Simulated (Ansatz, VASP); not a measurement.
TaH4: VASP beside Ansatz

Contents of INCAR:

```
ALGO     = Normal         # electronic algorithm
EDIFF    = 1E-7           # SCF threshold, eV
EDIFFG   = -0.08          # ionic threshold
ENCUT    = 500            # plane-wave cutoff, eV
GGA      = PE             # functional
GGA_COMPAT= F            
IBRION   = 2              # ionic algorithm
ISIF     = 3              # what is computed and relaxed
ISMEAR   = 0              # smearing method
LASPH    = T              # aspherical terms in the spheres
LCHARG   = F              # write CHGCAR
LREAL    = F              # projectors in reciprocal space
LWAVE    = F              # write WAVECAR
NELM     = 120            # most SCF steps
NELMIN   = 4            
NSW      = 36             # ionic steps
PREC     = Accurate       # precision mode
SIGMA    = 0.15           # smearing width, eV
```

File KPOINTS:

```
k-points
0
Gamma
  5 5 5
```

The input POSCAR:

```
TaH4
1.0
   -1.7500000000      1.7500000000      3.7000000000
    1.7500000000     -1.7500000000      3.7000000000
    1.7500000000      1.7500000000     -3.7000000000
Ta H
1 4
Direct
    0.0000000000      0.0000000000      0.0000000000
    0.5600000000      0.5600000000      0.0000000000
    0.4400000000      0.4400000000      0.0000000000
    0.2500000000      0.7500000000      0.5000000000
    0.7500000000      0.2500000000      0.5000000000
```

Input for Ansatz:

```yaml
crystal:
  lattice:
    - [-1.75, 1.75, 3.7]
    - [1.75, -1.75, 3.7]
    - [1.75, 1.75, -3.7]
  atoms:
    - { symbol: Ta, position: [0.0, 0.0, 0.0] }
    - { symbol: H, position: [0.56, 0.56, 0.0] }
    - { symbol: H, position: [0.44, 0.44, 0.0] }
    - { symbol: H, position: [0.25, 0.75, 0.5] }
    - { symbol: H, position: [0.75, 0.25, 0.5] }
basis:
  ecutwfc: 420
kpoints:
  mp_grid: { grid: [5, 5, 5] }
hamiltonian:
  xc: pbe
scf:
  occupations: { method: gaussian, width: 0.15 }
  lower_state_search: "off"
output:
  forces: true
  stress: true
  eigenvalues: true
relax:
  adjacent_minimum: "off"
  f_tol: 0.08
  max_steps: 16
  cell: { stress_tol: 0.8 }
```

Alike in both runs: task relaxation of cell and atoms; functional PBE; k mesh 5 × 5 × 5; occupations gaussian, width 0.15 eV; no spin polarisation.

|  | VASP | Ansatz |
| --- | --- | --- |
| version | VASP 6.6.1 | Ansatz 0.2.0 |
| potentials or method | VASP PAW PBE potentials, release 64 (Ta_pv, H), cutoff 500 eV | scalar-relativistic, plane waves, PAW |
| valence electrons in the cell | 15 | 17 |

Ansatz gave:

- gap on the k mesh at the Fermi level, each at its own relaxed structure (eV): none
- relaxed volume (Å³/atom): 5.66
- relaxed cell length with the largest relative difference (Å): 3.427

**Question.** Which values does VASP return?

**Answer.** gap on the k mesh at the Fermi level, each at its own relaxed structure (eV): none; relaxed volume (Å³/atom): 5.64; relaxed cell length with the largest relative difference (Å): 3.425.

A gap of «none» marks a metal or a gap that the smearing closes. VASP's potentials hold 15 valence electrons a cell and Ansatz's 17, so a difference there can come from the potentials and not from the codes.

The k mesh is coarse, so the values compare programs but aren't converged. Neither program's run includes spin-orbit coupling. Noted on VASP's run: the volume moved by over 15 % at a fixed basis, so the end points are rough.
